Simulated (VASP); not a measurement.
# Ta2Mo (Pn-3m) in VASP: relaxation of cell and atoms with PBE

Aim: the relaxation of cell and atoms of Ta2Mo with PBE.

Everything below comes from runs of VASP 6.6.1. Logs are shortened: lines on timing, memory, paths and dates and some standing lists are left out, and cuts for length are marked.

### Step 1. The cell of the first run

The structure is cubic, space group Pn-3m (No. 224). The conventional cell has a = 5.396 Å, b = 5.396 Å, c = 5.396 Å, α = 90.00°, β = 90.00°, γ = 90.00°. Ta (site symmetry -3m) has 2 Mo at 2.34 Å within 3.1 Å. Mo (site symmetry -43m) has 4 Ta at 2.34 Å within 3.1 Å.

### Step 2. Relaxation of cell and atoms, PBE

Input file INCAR:

```
ALGO = Fast ; EDIFF = 1E-7
EDIFFG = -0.01 ; ENCUT = 600
GGA = PE ; IBRION = 2
ISIF = 3 ; ISMEAR = 0
LASPH = T ; LCHARG = F
LREAL = F ; LWAVE = F
NELM = 60 ; NSW = 100
PREC = Accurate ; SIGMA = 0.1
```

Input file KPOINTS:

```
k-points
0
Gamma
  8 8 8
```

Input file POSCAR:

```
Ta2Mo
1.0
    5.3956044175      0.0000000000      0.0000000000
    0.0000000000      5.3956044175      0.0000000000
    0.0000000000      0.0000000000      5.3956044175
Ta Mo
4 2
Direct
    0.2500000000      0.2500000000      0.2500000000
    0.2500000000      0.7500000000      0.7500000000
    0.7500000000      0.7500000000      0.2500000000
    0.7500000000      0.2500000000      0.7500000000
    0.0000000000      0.0000000000      0.0000000000
    0.5000000000      0.5000000000      0.5000000000
```

Potentials or basis: VASP PAW PBE potentials, release 64 (Ta_pv, Mo_sv).

Run with:

```console
> cat potpaw_PBE.64/Ta_pv/POTCAR potpaw_PBE.64/Mo_sv/POTCAR > POTCAR
> mpirun -np 1 vasp_std > vasp.out
```

OUTCAR:

```text
EDIFF = 1E-7
   EDIFFG = -0.01
   ENCUT = 600
   GGA = PE
   IBRION = 2
   ISIF = 3
   ISMEAR = 0
   LASPH = T
   LREAL = F
   NELM = 60
   NSW = 100
   PREC = Accurate

 ion  position               nearest neighbor table
   1  0.250  0.250  0.250-   5 2.34   6 2.34
   2  0.250  0.750  0.750-   5 2.34   6 2.34
   3  0.750  0.750  0.250-   5 2.34   6 2.34
   4  0.750  0.250  0.750-   5 2.34   6 2.34
   5  0.000  0.000  0.000-   1 2.34   2 2.34   3 2.34   4 2.34
   6  0.500  0.500  0.500-   1 2.34   2 2.34   3 2.34   4 2.34

  LATTYP: Found a simple cubic cell.
 ALAT       =     5.3956044175

  Lattice vectors:

 A1 = (   5.3956044175,   0.0000000000,   0.0000000000)
 A2 = (   0.0000000000,   5.3956044175,   0.0000000000)
 A3 = (   0.0000000000,   0.0000000000,   5.3956044175)

Analysis of symmetry for initial positions (statically):
=====================================================================
 Subroutine PRICEL returns:
 Original cell was already a primitive cell.

 Routine SETGRP: Setting up the symmetry group for a
 simple cubic supercell.

 Subroutine GETGRP returns: Found 48 space group operations
 (whereof 24 operations were pure point group operations)
 out of a pool of 48 trial point group operations.

The static configuration has the point symmetry T_d .
 The point group associated with its full space group is O_h .

Analysis of symmetry for dynamics (positions and initial velocities):
=====================================================================
 Subroutine PRICEL returns:
 Original cell was already a primitive cell.

 Routine SETGRP: Setting up the symmetry group for a
 simple cubic supercell.

 Subroutine GETGRP returns: Found 48 space group operations
 (whereof 24 operations were pure point group operations)
 out of a pool of 48 trial point group operations.

The dynamic configuration has the point symmetry T_d .
 The point group associated with its full space group is O_h .

 Subroutine INISYM returns: Found 48 space group operations
 (whereof 24 operations are pure point group operations),
 and found     1 'primitive' translations

----------------------------------------------------------------------------------------

                                     Primitive cell

  volume of cell :     157.0798

  direct lattice vectors                    reciprocal lattice vectors
     5.395604418  0.000000000  0.000000000     0.185336048  0.000000000  0.000000000
     0.000000000  5.395604418  0.000000000     0.000000000  0.185336048  0.000000000
     0.000000000  0.000000000  5.395604418     0.000000000  0.000000000  0.185336048

  length of vectors
     5.395604418  5.395604418  5.395604418     0.185336048  0.185336048  0.185336048

  position of ions in fractional coordinates (direct lattice)
     0.250000000  0.250000000  0.250000000
     0.250000000  0.750000000  0.750000000
     0.750000000  0.750000000  0.250000000
     0.750000000  0.250000000  0.750000000
     0.000000000  0.000000000  0.000000000
     0.500000000  0.500000000  0.500000000

  ion indices of the primitive-cell ions
   primitive index   ion index
                 1           1
                 2           2
                 3           3
                 4           4
                 5           5
                 6           6

----------------------------------------------------------------------------------------

 KPOINTS: k-points

Automatic generation of k-mesh.
 Grid dimensions read from file:
 generate k-points for:    8    8    8

 Generating k-lattice:

  Cartesian coordinates                     Fractional coordinates (reciprocal lattice)
     0.023167006  0.000000000  0.000000000     0.125000000  0.000000000  0.000000000
     0.000000000  0.023167006  0.000000000     0.000000000  0.125000000  0.000000000
     0.000000000  0.000000000  0.023167006     0.000000000  0.000000000  0.125000000

  Length of vectors
     0.023167006  0.023167006  0.023167006

  Shift w.r.t. Gamma in fractional coordinates (k-lattice)
     0.000000000  0.000000000  0.000000000

 Subroutine IBZKPT returns following result:
 ===========================================

 Found     35 irreducible k-points:

 Following reciprocal coordinates:
            Coordinates               Weight
  0.000000  0.000000  0.000000      1.000000
  0.125000  0.000000  0.000000      6.000000
  0.250000  0.000000  0.000000      6.000000
  0.375000  0.000000  0.000000      6.000000
  0.500000  0.000000  0.000000      3.000000
  0.125000  0.125000  0.000000     12.000000
[... 16 lines left out ...]
  0.375000  0.375000  0.125000     24.000000
  0.500000  0.375000  0.125000     24.000000
 [... further k-points ...]
   k-points           NKPTS =     35   k-points in BZ     NKDIM =     35   number of bands    NBANDS=     43
   number of dos      NEDOS =    301   number of ions     NIONS =      6
   total plane-waves  NPLWV = 110592
   dimension x,y,z NGX =    48 NGY =   48 NGZ =   48
   dimension x,y,z NGXF=    96 NGYF=   96 NGZF=   96
   ions per type =               4   2
   NGX,Y,Z   is equivalent  to a cutoff of  14.79, 14.79, 14.79 a.u.
   NGXF,Y,Z  is equivalent  to a cutoff of  29.58, 29.58, 29.58 a.u.
 SYSTEM =  unknown system
   PREC   = accura    normal or accurate (medium, high low for compatibility)
   ISTART =      0    job   : 0-new  1-cont  2-samecut
   ICHARG =      2    charge: 1-file 2-atom 10-const
   ISPIN  =      1    spin polarized calculation?
   LNONCOLLINEAR =      F non collinear calculations
   LSORBIT =      F    spin-orbit coupling
   LASPH  =      T    aspherical Exc in radial PAW
   ENCUT  =  600.0 eV  44.10 Ry    6.64 a.u.  10.78 10.78 10.78*2*pi/ulx,y,z
   NELM   =     60;   NELMIN=  2; NELMDL= -5     # of ELM steps
   EDIFF  = 0.1E-06   stopping-criterion for ELM
   LREAL  =      F    real-space projection
   EDIFFG = -.1E-01   stopping-criterion for IOM
   NSW    =    100    number of steps for IOM
   IBRION =      2    ionic relax: 0-MD 1-quasi-New 2-CG
   NFREE  =      1    steps in history (QN), initial steepest desc. (CG)
   ISIF   =      3    stress and relaxation
   ISYM   =      2    0-nonsym 1-usesym 2-fastsym
   POTIM  = 0.5000    time-step for ionic-motion
   TEBEG  =    0.0;   TEEND  =   0.0 temperature during run
   PSTRESS=    0.0 pullay stress
   NELECT =      72.0000    total number of electrons
   NUPDOWN=      -1.0000    fix difference up-down
   EMIN   =  10.00;   EMAX   =-10.00  energy-range for DOS
   EFERMI =   0.00;   METHOD = LEGACY
   ISMEAR =     0;   SIGMA  =   0.10  broadening in eV -4-tet -1-fermi 0-gaus
   EFERMI_NEDOS =   21; number of points for ismear=-14 and -15
   IALGO  =     68    algorithm
   IMIX   =      4    mixing-type and parameters
     AMIX     =   0.40;   BMIX     =  1.00
     AMIX_MAG =   1.60;   BMIX_MAG =  1.00
  volume/ion in A,a.u.               =      26.18       176.67
  Fermi-wavevector in a.u.,A,eV,Ry     =   1.262251  2.385308 21.677841  1.593276
  Thomas-Fermi vector in A             =   2.395668
   LORBIT       =      0    0 simple, 1 ext, 2 COOP (PROOUT), +10 PAW based schemes
   GGA     = PE    functional components
   LHFCALC =     F    Hartree Fock is set to
   AEXX    =    0.0000 exact exchange contribution
   IVDW    =     0    specifies the selected vdW correction
   LEPSILON=     F    determine dielectric tensor
   LRPA    =     F    only Hartree local field effects (RPA)
 conjugate gradient relaxation of ions
 non-spin polarized calculation
 RMM-DIIS sequential band-by-band and
 Gauss-broadening in eV      SIGMA  =   0.10
  energy-cutoff  :      600.00
  volume of cell :      157.08
 maximum number of plane-waves:      5265
 NGX is ok and might be reduce to    48
   NGX = 21   NGY = 21   NGZ = 21

--------------------------------------- Ionic step        1  -------------------------------------------

 number of electron      72.0000003 magnetization

 Free energy of the ion-electron system (eV)
  ---------------------------------------------------
  ext. energy  EPLUGINS =         0.00000000
  ---------------------------------------------------
  free energy    TOTEN  =       -52.34186057 eV

  energy without entropy =      -52.28264404  energy(sigma->0) =      -52.31225230

 E-fermi :   4.1248     XC(G=0): -10.4053

 val. band max:        4.1072202353   @ k =   0.5000   0.5000   0.2500
 cond. band min:       4.1342114195   @ k =   0.2500   0.1250   0.1250
 fundamental gap:      0.0269911841
 Fermi energy:         4.1248171497

 k-point     1 :       0.0000    0.0000    0.0000
  band No.  band energies     occupation
      1     -56.1476      2.00000
      2     -56.1277      2.00000
      3     -32.1620      2.00000
      4     -32.1620      2.00000
      5     -32.1620      2.00000
      6     -30.9446      2.00000
[... 1157 lines left out ...]
 POSITION                                       TOTAL-FORCE (eV/Angst)
 -----------------------------------------------------------------------------------
      1.35974      1.35974      1.35974         0.000000      0.000000      0.000000
      1.35974      4.07921      4.07921         0.000000      0.000000     -0.000000
      4.07921      4.07921      1.35974        -0.000000     -0.000000      0.000000
      4.07921      1.35974      4.07921        -0.000000      0.000000      0.000000
      5.43894      0.00000      5.43894         0.000000     -0.000000      0.000000
      2.71947      2.71947      2.71947         0.000000      0.000000     -0.000000
 -----------------------------------------------------------------------------------
    total drift:                               -0.000000     -0.000000     -0.000000

  FREE ENERGIE OF THE ION-ELECTRON SYSTEM (eV)
  ---------------------------------------------------
  free  energy   TOTEN  =       -52.3376046006 eV

  energy  without entropy=      -52.2777659571  energy(sigma->0) =      -52.30768528

--------------------------------------- Ionic step        3  -------------------------------------------

 number of electron      72.0000000 magnetization

 Free energy of the ion-electron system (eV)
  ---------------------------------------------------
  ext. energy  EPLUGINS =         0.00000000
  ---------------------------------------------------
  free energy    TOTEN  =       -52.34681577 eV

  energy without entropy =      -52.28733333  energy(sigma->0) =      -52.31707455

 E-fermi :   4.0495     XC(G=0): -10.3597

 val. band max:        4.0322146507   @ k =   0.5000   0.5000   0.2500
 cond. band min:       4.0599514824   @ k =   0.2500   0.1250   0.1250
 fundamental gap:      0.0277368318
 Fermi energy:         4.0494607408

 k-point     1 :       0.0000    0.0000    0.0000
  band No.  band energies     occupation
      1     -56.2211      2.00000
      2     -56.2024      2.00000
      3     -32.2003      2.00000
      4     -32.2003      2.00000
      5     -32.2003      2.00000
      6     -31.0360      2.00000
[... 1108 lines left out ...]
 VOLUME and BASIS-vectors are now :
 -----------------------------------------------------------------------------
  energy-cutoff  :      600.00
  volume of cell :      158.68
      direct lattice vectors                 reciprocal lattice vectors
     5.413813310  0.000000000  0.000000000     0.184712686  0.000000000  0.000000000
    -0.000000000  5.413813310  0.000000000    -0.000000000  0.184712686 -0.000000000
    -0.000000000  0.000000000  5.413813310    -0.000000000 -0.000000000  0.184712686

 POSITION                                       TOTAL-FORCE (eV/Angst)
 -----------------------------------------------------------------------------------
      1.35345      1.35345      1.35345         0.000000      0.000000      0.000000
      1.35345      4.06036      4.06036        -0.000000      0.000000     -0.000000
      4.06036      4.06036      1.35345        -0.000000      0.000000     -0.000000
      4.06036      1.35345      4.06036         0.000000     -0.000000     -0.000000
     -0.00000      0.00000      0.00000         0.000000     -0.000000      0.000000
      2.70691      2.70691      2.70691         0.000000      0.000000      0.000000
 -----------------------------------------------------------------------------------
    total drift:                               -0.000000     -0.000000      0.000000

  FREE ENERGIE OF THE ION-ELECTRON SYSTEM (eV)
  ---------------------------------------------------
  free  energy   TOTEN  =       -52.3468157749 eV

  energy  without entropy=      -52.2873333265  energy(sigma->0) =      -52.31707455

 reached required accuracy - stopping structural energy minimisation
```

Run time: 11 min. Hardware: 1 thread of Intel Xeon 6975P-C (Granite Rapids), shared host; peak memory 0.5 GiB.

What came out:

| Quantity | Value |
| --- | --- |
| Free energy | -52.3468 eV |
| Relaxed volume | 26.45 Å³/atom |
| Relaxed cell | a = 5.414 Å, b = 5.414 Å, c = 5.414 Å, α = 90.00°, β = 90.00°, γ = 90.00° |
| Space group after relaxing (to 0.05 Å) | Pn-3m (No. 224) |
| Energy gained by relaxing | 0.8 meV/atom |
| Ionic steps | 3 |
| Pressure after relaxing | 0.0 GPa |
| Band gap on the k mesh | zero (band 36 reaches 4.29 eV, above the bottom of band 37 at 3.79 eV) |

The path:
```
step  energy change (eV)  largest force (eV/Å)  pressure (GPa)  volume (Å³)
   1              0.0000                0.0000            1.02       157.08
   2              0.0043                0.0000           -1.31       160.90
   3             -0.0050                0.0000            0.00       158.68
```

Final structure:
```
CELL_PARAMETERS angstrom
5.41381 0.00000 0.00000
0.00000 5.41381 0.00000
0.00000 0.00000 5.41381
ATOMIC_POSITIONS crystal
Ta 0.25000 0.25000 0.25000
Ta 0.25000 0.75000 0.75000
Ta 0.75000 0.75000 0.25000
Ta 0.75000 0.25000 0.75000
Mo 0.00000 0.00000 0.00000
Mo 0.50000 0.50000 0.50000
```

Levels at points of the mesh, in eV from the Fermi level:
```tsv
k point	band 34	band 35	band 36	band 37	band 38	band 39
(0.00, 0.00, 0.00)	0.06	0.09	0.09	0.09	0.36	0.36
(0.50, 0.00, 0.00)	-0.43	0.24	0.24	0.66	0.66	0.75
(0.50, 0.50, 0.00)	-0.59	-0.46	-0.46	-0.26	-0.26	0.19
(0.50, 0.50, 0.50)	-0.61	-0.46	0.07	0.07	0.07	0.27
```

Caveat: spin-orbit coupling is left out, which moves the levels of the heavy elements.
